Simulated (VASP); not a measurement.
A run of VASP 6.6.1:

INCAR

```
SYSTEM = Ta
ALGO     = Normal         ! electronic algorithm
EDIFF    = 1E-8           ! SCF threshold, eV
ENCUT    = 520            ! plane-wave cutoff, eV
GGA      = CA             ! functional
ISIF     = 2              ! what is computed and relaxed
ISMEAR   = -1             ! smearing method
LASPH    = .True.         ! aspherical terms in the spheres
LCHARG   = .False.        ! write CHGCAR
LEFG     = .True.       
LREAL    = .False.        ! projectors in reciprocal space
LWAVE    = .False.        ! write WAVECAR
NBANDS   = 18             ! bands
NELM     = 100            ! most SCF steps
PREC     = Accurate       ! precision mode
SIGMA    = 0.05           ! smearing width, eV
```

The input KPOINTS:

```
k-points
0
Gamma
  12 12 6
  0 0 0
```

Contents of POSCAR:

```
Ta
1.0
    2.9669564710      0.0000000000      0.0000000000
   -1.4834782355      2.5694596758      0.0000000000
    0.0000000000      0.0000000000      4.8064694830
Ta
2
Direct
    0.2533333333      0.6266666667      0.1900000000
    0.7466666667      0.3733333333      0.8100000000
```

Potentials or basis: VASP PAW LDA potentials, release 64 (Ta_pv).

Command:

```console
$ cat potpaw_LDA.64/Ta_pv/POTCAR > POTCAR
$ mpirun -np 1 vasp_std > vasp.out
```

Hardware: 1 thread of Intel Xeon 6975P-C, with other jobs on the host.

Question: How long does it take, and how much memory?

Answer: Wall time 80 s on 1 thread of Intel Xeon 6975P-C, on a shared host, peak memory 0.24 GiB. Counts: scf iterations 14, k points 242.
